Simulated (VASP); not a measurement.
# C (P4/mmm) in VASP: relaxation of cell and atoms with PBE

Aim: the relaxation of cell and atoms of C with PBE.

All numbers are computed with VASP 6.6.1; they aren't measurements. Logs are shortened: lines on timing, memory, paths and dates and some standing lists are left out, and cuts for length are marked.

## 1. The cell of the first run

The structure is tetragonal, space group P4/mmm (No. 123). Conventional cell: a = 3.445 Å, b = 3.445 Å, c = 4.126 Å, α = 90.00°, β = 90.00°, γ = 90.00°. Within 1.8 Å of C (site symmetry m2m) lie 3 C at 1.38 to 1.46 Å.

The cell was built from a structure type or drawn by symmetry, and may not be a known phase.

## 2. Relaxation of cell and atoms, PBE

INCAR

```
PREC = Accurate ; ENCUT = 910
EDIFF = 1E-7 ; ISMEAR = 0
SIGMA = 0.1 ; LREAL = F
LASPH = T ; NELM = 120
ALGO = Normal ; ISIF = 3
LWAVE = F ; LCHARG = F
GGA = PE ; IBRION = 2
NSW = 100 ; EDIFFG = -0.01
GGA_COMPAT = F ; NELMIN = 4
```

KPOINTS

```
regular mesh
0
Gamma
  14 14 12
```

POSCAR

```
C
1.0
    3.4452125841      0.0000000000      0.0000000000
    0.0000000000      3.4452125841      0.0000000000
    0.0000000000      0.0000000000      4.1256042513
C
4
Direct
    0.1997916646      0.5000000000      0.0000000000
    0.8002083354      0.5000000000      0.0000000000
    0.5000000000      0.1997916646      0.0000000000
    0.5000000000      0.8002083354      0.0000000000
```

Potentials or basis: VASP PAW PBE potentials, release 64 (C_h).

Command:

```
> cat potpaw_PBE.64/C_h/POTCAR > POTCAR
> mpirun -np 1 vasp_std > vasp.out
```

OUTCAR:

```text
PREC = Accurate
   ENCUT = 910
   EDIFF = 1E-7
   ISMEAR = 0
   LREAL = F
   LASPH = T
   NELM = 120
   ISIF = 3
   GGA = PE
   IBRION = 2
   NSW = 100
   EDIFFG = -0.01
   NELMIN = 4

 ion  position               nearest neighbor table
   1  0.200  0.500  0.000-   2 1.38   3 1.46   4 1.46
   2  0.800  0.500  0.000-   1 1.38   3 1.46   4 1.46
   3  0.500  0.200  0.000-   4 1.38   2 1.46   1 1.46
   4  0.500  0.800  0.000-   3 1.38   2 1.46   1 1.46

  LATTYP: Found a simple tetragonal cell.
 ALAT       =     3.4452125841
 C/A-ratio  =     1.1974890230

  Lattice vectors:

 A1 = (   3.4452125841,   0.0000000000,   0.0000000000)
 A2 = (   0.0000000000,   3.4452125841,   0.0000000000)
 A3 = (   0.0000000000,   0.0000000000,   4.1256042513)

Analysis of symmetry for initial positions (statically):
=====================================================================
 Subroutine PRICEL returns:
 Original cell was already a primitive cell.

 Routine SETGRP: Setting up the symmetry group for a
 simple tetragonal supercell.

 Subroutine GETGRP returns: Found 16 space group operations
 (whereof 16 operations were pure point group operations)
 out of a pool of 16 trial point group operations.

The static configuration has the point symmetry D_4h.

Analysis of symmetry for dynamics (positions and initial velocities):
=====================================================================
 Subroutine PRICEL returns:
 Original cell was already a primitive cell.

 Routine SETGRP: Setting up the symmetry group for a
 simple tetragonal supercell.

 Subroutine GETGRP returns: Found 16 space group operations
 (whereof 16 operations were pure point group operations)
 out of a pool of 16 trial point group operations.

The dynamic configuration has the point symmetry D_4h.

 Subroutine INISYM returns: Found 16 space group operations
 (whereof 16 operations are pure point group operations),
 and found     1 'primitive' translations

----------------------------------------------------------------------------------------

                                     Primitive cell

  volume of cell :      48.9688

  direct lattice vectors                    reciprocal lattice vectors
     3.445212584  0.000000000  0.000000000     0.290257851  0.000000000  0.000000000
     0.000000000  3.445212584  0.000000000     0.000000000  0.290257851  0.000000000
     0.000000000  0.000000000  4.125604251     0.000000000  0.000000000  0.242388736

  length of vectors
     3.445212584  3.445212584  4.125604251     0.290257851  0.290257851  0.242388736

  position of ions in fractional coordinates (direct lattice)
     0.199791665  0.500000000  0.000000000
     0.800208335  0.500000000  0.000000000
     0.500000000  0.199791665  0.000000000
     0.500000000  0.800208335  0.000000000

  ion indices of the primitive-cell ions
   primitive index   ion index
                 1           1
                 2           2
                 3           3
                 4           4

----------------------------------------------------------------------------------------

 KPOINTS: regular mesh

Automatic generation of k-mesh.
 Grid dimensions read from file:
 generate k-points for:   14   14   12

 Generating k-lattice:

  Cartesian coordinates                     Fractional coordinates (reciprocal lattice)
     0.020732704  0.000000000  0.000000000     0.071428571  0.000000000  0.000000000
     0.000000000  0.020732704  0.000000000     0.000000000  0.071428571  0.000000000
     0.000000000  0.000000000  0.020199061     0.000000000  0.000000000  0.083333333

  Length of vectors
     0.020732704  0.020732704  0.020199061

  Shift w.r.t. Gamma in fractional coordinates (k-lattice)
     0.000000000  0.000000000  0.000000000

 Subroutine IBZKPT returns following result:
 ===========================================

 Found    252 irreducible k-points:

 Following reciprocal coordinates:
            Coordinates               Weight
  0.000000  0.000000  0.000000      1.000000
  0.071429  0.000000  0.000000      4.000000
  0.142857  0.000000  0.000000      4.000000
  0.214286  0.000000  0.000000      4.000000
  0.285714  0.000000  0.000000      4.000000
  0.357143  0.000000  0.000000      4.000000
[... 16 lines left out ...]
  0.285714  0.214286  0.000000      8.000000
  0.357143  0.214286  0.000000      8.000000
 [... further k-points ...]
   k-points           NKPTS =    252   k-points in BZ     NKDIM =    252   number of bands    NBANDS=     12
   number of dos      NEDOS =    301   number of ions     NIONS =      4
   total plane-waves  NPLWV =  54432
   dimension x,y,z NGX =    36 NGY =   36 NGZ =   42
   dimension x,y,z NGXF=    72 NGYF=   72 NGZF=   84
   ions per type =               4
   NGX,Y,Z   is equivalent  to a cutoff of  17.37, 17.37, 16.92 a.u.
   NGXF,Y,Z  is equivalent  to a cutoff of  34.74, 34.74, 33.85 a.u.
 SYSTEM =  unknown system
   PREC   = accura    normal or accurate (medium, high low for compatibility)
   ISTART =      0    job   : 0-new  1-cont  2-samecut
   ICHARG =      2    charge: 1-file 2-atom 10-const
   ISPIN  =      1    spin polarized calculation?
   LNONCOLLINEAR =      F non collinear calculations
   LSORBIT =      F    spin-orbit coupling
   LASPH  =      T    aspherical Exc in radial PAW
   ENCUT  =  910.0 eV  66.88 Ry    8.18 a.u.   8.47  8.47 10.15*2*pi/ulx,y,z
   NELM   =    120;   NELMIN=  4; NELMDL= -5     # of ELM steps
   EDIFF  = 0.1E-06   stopping-criterion for ELM
   LREAL  =      F    real-space projection
   EDIFFG = -.1E-01   stopping-criterion for IOM
   NSW    =    100    number of steps for IOM
   IBRION =      2    ionic relax: 0-MD 1-quasi-New 2-CG
   NFREE  =      1    steps in history (QN), initial steepest desc. (CG)
   ISIF   =      3    stress and relaxation
   ISYM   =      2    0-nonsym 1-usesym 2-fastsym
   POTIM  = 0.5000    time-step for ionic-motion
   TEBEG  =    0.0;   TEEND  =   0.0 temperature during run
   PSTRESS=    0.0 pullay stress
   NELECT =      16.0000    total number of electrons
   NUPDOWN=      -1.0000    fix difference up-down
   EMIN   =  10.00;   EMAX   =-10.00  energy-range for DOS
   EFERMI =   0.00;   METHOD = LEGACY
   ISMEAR =     0;   SIGMA  =   0.10  broadening in eV -4-tet -1-fermi 0-gaus
   EFERMI_NEDOS =   21; number of points for ismear=-14 and -15
   IALGO  =     38    algorithm
   IMIX   =      4    mixing-type and parameters
     AMIX     =   0.40;   BMIX     =  1.00
     AMIX_MAG =   1.60;   BMIX_MAG =  1.00
  volume/ion in A,a.u.               =      12.24        82.61
  Fermi-wavevector in a.u.,A,eV,Ry     =   1.127565  2.130789 17.298488  1.271403
  Thomas-Fermi vector in A             =   2.264252
   LORBIT       =      0    0 simple, 1 ext, 2 COOP (PROOUT), +10 PAW based schemes
   GGA     = PE    functional components
   LHFCALC =     F    Hartree Fock is set to
   AEXX    =    0.0000 exact exchange contribution
   IVDW    =     0    specifies the selected vdW correction
   LEPSILON=     F    determine dielectric tensor
   LRPA    =     F    only Hartree local field effects (RPA)
 conjugate gradient relaxation of ions
 non-spin polarized calculation
 Gauss-broadening in eV      SIGMA  =   0.10
  energy-cutoff  :      910.00
  volume of cell :       48.97
 maximum number of plane-waves:      3074
 NGX is ok and might be reduce to    36
   NGX = 17   NGY = 17   NGZ = 21

--------------------------------------- Ionic step        1  -------------------------------------------

 number of electron      16.0000000 magnetization

 Free energy of the ion-electron system (eV)
  ---------------------------------------------------
  ext. energy  EPLUGINS =         0.00000000
  ---------------------------------------------------
  free energy    TOTEN  =       -34.92384249 eV

  energy without entropy =      -34.92196378  energy(sigma->0) =      -34.92290313

------------------------ aborting loop because EDIFF is reached ----------------------------------------

  FORCE on cell =-STRESS in cart. coord.  units (eV):
  Direction    XX          YY          ZZ          XY          YZ          ZX
  --------------------------------------------------------------------------------------
  -------------------------------------------------------------------------------------
  Total       -0.1327084     -0.1327084      0.0117752      0.0000000     -0.0000000      0.0000000
  in kB       -4.3419962     -4.3419962      0.3852634      0.0000000     -0.0000000      0.0000000
  external PRESSURE =      -2.7662430 kB  Pullay stress =       0.0000000 kB
[... 175 lines left out ...]
  energy  without entropy=      -34.9238208043  energy(sigma->0) =      -34.92463537

--------------------------------------- Ionic step        6  -------------------------------------------

 number of electron      16.0000000 magnetization

 Free energy of the ion-electron system (eV)
  ---------------------------------------------------
  ext. energy  EPLUGINS =         0.00000000
  ---------------------------------------------------
  free energy    TOTEN  =       -34.92552820 eV

  energy without entropy =      -34.92388933  energy(sigma->0) =      -34.92470876

 E-fermi :   2.3914     XC(G=0):  -8.4352

 val. band max:        2.3769839119   @ k =   0.2143   0.0000   0.0000
 cond. band min:       2.4115302993   @ k =   0.1429   0.1429   0.5000
 fundamental gap:      0.0345463873
 Fermi energy:         2.3914375147

 k-point     1 :       0.0000    0.0000    0.0000
  band No.  band energies     occupation
      1     -16.6662      2.00000
      2      -8.7716      2.00000
      3      -8.2074      2.00000
      4      -6.7762      2.00000
      5      -6.7762      2.00000
      6      -4.2906      2.00000
      7      -0.2370      2.00000
      8       4.3033      0.00000
      9       6.1274      0.00000
     10       6.4703      0.00000
     11       6.4703      0.00000
     12       9.1898      0.00000
[... 331 lines left out ...]
 k-point    24 :       0.3571    0.2143    0.0000
  band No.  band energies     occupation
      1     -15.6402      2.00000
      2     -11.6824      2.00000
      3     -10.0965      2.00000
      4      -4.7991      2.00000
      5      -3.2989      2.00000
      6      -2.7347      2.00000
      7      -2.0472      2.00000
      8       0.8302      2.00000
      9       3.9801      0.00000
     10       8.0250      0.00000
     11       9.2644      0.00000
     12      11.0719      0.00000

 [... further k-points ...]

------------------------ aborting loop because EDIFF is reached ----------------------------------------

  FORCE on cell =-STRESS in cart. coord.  units (eV):
  Direction    XX          YY          ZZ          XY          YZ          ZX
  --------------------------------------------------------------------------------------
  -------------------------------------------------------------------------------------
  Total        0.0056138      0.0056138      0.0159480      0.0000000     -0.0000000      0.0000000
  in kB        0.1838813      0.1838813      0.5223786      0.0000000     -0.0000000      0.0000000
  external PRESSURE =       0.2967137 kB  Pullay stress =       0.0000000 kB
[... 19 lines left out ...]
  FREE ENERGIE OF THE ION-ELECTRON SYSTEM (eV)
  ---------------------------------------------------
  free  energy   TOTEN  =       -34.9255281994 eV

  energy  without entropy=      -34.9238893295  energy(sigma->0) =      -34.92470876

 reached required accuracy - stopping structural energy minimisation
```

Run time: 4.9 min. Hardware: 1 thread of Intel Xeon 6975P-C (Granite Rapids), shared host; peak memory 0.41 GiB.

What came out:

| Item | Value |
| --- | --- |
| Free energy | -34.9255 eV |
| Relaxed volume | 12.23 Å³/atom |
| Relaxed cell | a = 3.443 Å, b = 3.443 Å, c = 4.126 Å, α = 90.00°, β = 90.00°, γ = 90.00° |
| Space group after relaxing (to 0.1 Å) | P4/mmm (No. 123) |
| Energy gained by relaxing | 0.4 meV/atom |
| Ionic steps | 6 |
| Pressure after relaxing | 0.0 GPa |
| Largest force after relaxing | 0.005 eV/Å |
| Band gap on the k mesh | zero (bands 8 and 9 overlap by 4.47 eV) |

Forces on the atoms (eV/Å):
```
C    0.005  0.000  0.000
C   -0.005  0.000  0.000
C    0.000  0.005  0.000
C    0.000 -0.005  0.000
```

The path:
| step | energy change (eV) | largest force (eV/Å) | pressure (GPa) | volume (Å³) |
| --- | --- | --- | --- | --- |
| 1 | 0.0000 | 0.3248 | -0.28 | 48.97 |
| 2 | 0.0463 | 1.8259 | 0.82 | 48.82 |
| 3 | -0.0017 | 0.0023 | -0.17 | 48.94 |
| 4 | -0.0017 | 0.0090 | -0.17 | 48.94 |
| 5 | -0.0016 | 0.0014 | 0.34 | 48.87 |
| 6 | -0.0017 | 0.0050 | 0.03 | 48.91 |

Final structure:
```
C
1.0
     3.44313    0.00000    0.00000
     0.00000    3.44313    0.00000
     0.00000    0.00000    4.12596
C
4
Cartesian
  0.6854 1.7216 0.0000
  2.7577 1.7216 4.1260
  1.7216 0.6854 4.1260
  1.7216 2.7577 0.0000
```

Levels at points of the mesh, in eV from the Fermi level:
```csv
k point,band 6,band 7,band 8,band 9,band 10,band 11
"(0.00, 0.00, 0.00)",-6.68,-2.63,1.91,3.74,4.08,4.08
"(0.50, 0.00, 0.00)",-5.14,-4.95,-2.41,4.34,5.51,6.31
"(0.50, 0.50, 0.00)",-3.41,-2.58,-2.12,-2.12,7.82,7.92
"(0.00, 0.00, 0.50)",-7.25,-2.62,1.60,3.74,3.74,6.84
"(0.50, 0.00, 0.50)",-5.62,-4.94,-2.98,4.08,5.73,6.01
"(0.50, 0.50, 0.50)",-3.40,-3.02,-2.56,-2.56,7.53,7.93
```

Caveat: the cutoff is under 1.25 times the usual one of these potentials, so pressure, stress and relaxed cells hold a basis-set (Pulay) error; this functional lacks dispersion, which binds the layers, so the pressure and a relaxed spacing across them are unreliable.
